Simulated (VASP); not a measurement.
**ZnS: relaxation of cell and atoms with r2SCAN**

ZnS:

```
CELL_PARAMETERS angstrom
2.69452 2.69452 0.00000
-2.69452 2.69452 0.00000
0.00000 2.69452 2.69452
ATOMIC_POSITIONS crystal
Zn 0.75000 0.25000 0.50000
S 0.00000 0.00000 0.00000
```

```yaml
Program: VASP 6.6.1
Task: relaxation of cell and atoms
Functional: r2SCAN
Potentials_or_basis: VASP PAW PBE potentials, release 64 (Zn, S)
Cutoff: 600 eV
k_mesh: 8 × 8 × 8
Occupations: gaussian, width 0.01 eV
Spin: no spin polarisation
Target_pressure: -2 GPa
Dipole_correction: no
Further_INCAR_settings: ALGO = Normal; EDIFF = 1e-06; IBRION = 2; EDIFFG = -0.002; NSW = 100; ISIF = 3
```

```yaml
Relaxed_volume: 20.10 Å³/atom
Relaxed_cell: a = 3.845 Å, b = 3.845 Å, c = 3.845 Å, α = 60.00°, β = 60.00°, γ = 90.00°
Space_group_after_relaxing_to_0.1_Å: F-43m (No. 216)
Energy_change_on_relaxing_the_run_minimises_the_enthalpy: +3.7 meV/atom
Ionic_steps: 4
Pressure_after_relaxing: -2.0 GPa
Band_gap_on_the_k_mesh: 2.59 eV
```

Step by step:
```
step  energy change (eV)  largest force (eV/Å)  pressure (GPa)  volume (Å³)
   1              0.0000                0.0000            0.00        39.13
   2              0.0122                0.0000           -2.51        40.53
   3              0.0067                0.0000           -1.91        40.15
   4              0.0075                0.0000           -1.98        40.21
```

Final structure:
```xyz
2
Lattice="2.7191 2.7191 0.0000 -2.7191 2.7191 0.0000 0.0000 2.7191 2.7191" Properties=species:S:1:pos:R:3 pbc="T T T"
Zn    1.3595    4.0786    1.3595
S    -2.7191    5.4381    2.7191
```

Levels at points of the mesh, in eV from the valence-band top:
| k point | band 7 | band 8 | band 9 | band 10 | band 11 | band 12 |
| --- | --- | --- | --- | --- | --- | --- |
| (0.00, 0.00, 0.00) | 0.00 | 0.00 | 0.00 | 2.59 | 6.92 | 6.92 |
| (0.50, 0.00, 0.00) | -5.27 | -0.86 | -0.86 | 3.78 | 7.41 | 7.41 |
| (0.50, 0.50, 0.00) | -4.54 | -2.21 | -2.21 | 3.77 | 4.48 | 11.62 |

Run time: 6.6 min on 1 thread of Intel Xeon 8259CL (shared host), peak memory 0.18 GiB.

Caveat: the cell is relaxed towards a set pressure, so the run minimises the enthalpy, not the energy; the PAW data sets were made with another functional, which shifts forces and pressure a little. Zero-point motion and thermal expansion aren't in these numbers.
